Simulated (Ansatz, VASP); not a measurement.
## TaF4 in VASP and in Ansatz

```
Ta F
1.0
     4.20639    0.00000    0.00000
     0.00000    4.20639    0.00000
     0.00000    0.00000    5.94873
Ta F
1 4
Direct
  0.00000 0.00000 0.00000
  0.50000 0.00000 0.25000
  0.00000 0.50000 0.75000
  0.50000 0.00000 0.75000
  0.00000 0.50000 0.25000
```

Change from the starting cell: ordered vacancies on the cation sites of fluorite (P4/mmm, No. 123).

Alike in both runs: task relaxation of cell and atoms; functional PBE; k mesh 4 × 4 × 4; occupations gaussian, width 0.1 eV; collinear spin.

```csv
,VASP,Ansatz
version,VASP 6.6.1,Ansatz 0.2.0
potentials or method,"VASP PAW PBE potentials, release 64 (Ta_pv, F), cutoff 600 eV","scalar-relativistic, plane waves, PAW"
valence electrons in the cell,39,41
```

VASP gave:

| Item | Value |
| --- | --- |
| gap on the k mesh at the Fermi level, each at its own relaxed structure (eV) | none |
| net moment per atom (μB) | 0.20 |
| size of the moment on the site where the two differ most (μB) | 0.83 |
| relaxed volume (Å³/atom) | 13.83 |
| relaxed cell length with the largest relative difference (Å) | 5.473 |

Question: Which values does Ansatz return?

Answer: gap on the k mesh at the Fermi level, each at its own relaxed structure (eV): none; net moment per atom (μB): 0.20; size of the moment on the site where the two differ most (μB): 0.50; relaxed volume (Å³/atom): 15.72; relaxed cell length with the largest relative difference (Å): 6.230.

Site moments also hang on the region over which each program counts them. A gap of «none» marks a metal or a gap that the smearing closes. One of these differences is far larger than is usual between the two programs; its cause wasn't traced. VASP's potentials hold 39 valence electrons a cell and Ansatz's 41, so a difference there can come from the potentials and not from the codes.

The k mesh is coarse, so the values compare programs but aren't converged. Spin-orbit coupling is off throughout. Noted on VASP's run: the volume moved by over 15 % at a fixed basis, so the end points are rough.
